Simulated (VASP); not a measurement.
Input of a VASP 6.6.1 run:

INCAR

```
SYSTEM = Cu
ALGO = Fast
EDIFF = 1E-6
ENCUT = 520
GGA = PS
ISIF = 2
ISMEAR = -1
LASPH = .TRUE.
LCHARG = .TRUE.
LELF = .TRUE.
LREAL = .FALSE.
LVHAR = .TRUE.
LWAVE = .FALSE.
NBANDS = 18
NELM = 100
PREC = Accurate
SIGMA = 0.05
```

The input KPOINTS:

```
k-points
0
G
  11 11 11
  0 0 0
```

File POSCAR:

```
Cu
1.0
    1.2344979457     -4.0287047744      0.0000000000
    1.2344979457      4.0287047744      0.0000000000
    0.0000000000      0.0000000000      2.5080715687
Cu
2
Direct
    0.8661333500      0.1338666500      0.7500000000
    0.1338666500      0.8661333500      0.2500000000
```

Potentials or basis: VASP PAW PBE potentials, release 64 (Cu).

Launch:

```console
$ cat potpaw_PBE.64/Cu/POTCAR > POTCAR
$ mpirun -np 1 vasp_std > vasp.out
```

(1) Predict the band gap on the k mesh.

(2) Estimate the largest force.

Answers

(1) zero (bands 11 and 12 overlap by 5.31 eV).

(2) 0.047 eV/Å.

Caveat: the cell stands under tension; the PAW data sets were made with another functional, which shifts forces and pressure a little.
